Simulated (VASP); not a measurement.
Input of a VASP 6.6.1 run:

Contents of INCAR:

```
PREC     = Accurate       # precision mode
ENCUT    = 560            # plane-wave cutoff, eV
EDIFF    = 1E-6           # SCF threshold, eV
ISMEAR   = -1             # smearing method
SIGMA    = 0.1            # smearing width, eV
LREAL    = False          # projectors in reciprocal space
LASPH    = True           # aspherical terms in the spheres
NELM     = 120            # most SCF steps
ALGO     = Normal         # electronic algorithm
ISIF     = 2              # what is computed and relaxed
LWAVE    = False          # write WAVECAR
LCHARG   = False          # write CHGCAR
GGA      = CA             # functional
NBANDS   = 14             # bands
GGA_COMPAT= False
```

The input KPOINTS:

```
regular mesh
0
Gamma
  14 14 14
```

POSCAR

```
Ru
1.0
    0.0000000000      1.8736991073      1.8736991073
    1.8736991073      0.0000000000      1.8736991073
    1.8736991073      1.8736991073      0.0000000000
Ru
1
Direct
    0.0000000000      0.0000000000      0.0000000000
```

Potentials or basis: VASP PAW LDA potentials, release 64 (Ru_sv).

Command:

```bash
$ cat potpaw_LDA.64/Ru_sv/POTCAR > POTCAR
$ mpirun -np 1 vasp_std > vasp.out
```

(1) Estimate the band gap on the k mesh.

(2) Estimate the pressure.

Answers

(1) zero (bands 8 and 9 overlap by 3.65 eV).

(2) 0.5 GPa.
